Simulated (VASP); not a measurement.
Runs of VASP 6.6.1 on Ge2Sb2S. The structure is that of space group P4/mmm (No. 123), or close to it. The cells are those of the table. 

```csv
task,cell,k mesh,cutoff (eV),gap on the mesh (eV),pressure (GPa)
single point,"a = 5.640, b = 5.640, c = 5.028 Å, 5 atoms",4 × 4 × 4,520,none,0.0
single point,"a = 5.640, b = 5.640, c = 3.917 Å, 5 atoms",4 × 4 × 4,520,none,(a)
single point,"a = 5.594, b = 5.594, c = 5.059 Å, 5 atoms",8 × 8 × 8,520,none,-0.1
relaxation of cell and atoms,"relaxed from a = 5.640, b = 5.640, c = 3.917 Å, 5 atoms",4 × 4 × 4,600,none,0.0
```

Alike in all rows: level PBE; potentials or basis VASP PAW PBE potentials, release 64 (Ge_d, Sb, S); no spin polarisation; smearing gaussian 0.1 eV.

Q: Fill in the values left out.

A: (a) 15.1.

Caveats: some runs use coarse meshes; spin-orbit coupling is left out, which moves the levels of the heavy elements.

A k mesh can miss the band edges, and the runs leave out spin-orbit coupling on Ge, Sb.

A gap of «none» marks levels without a gap at the run's occupations.
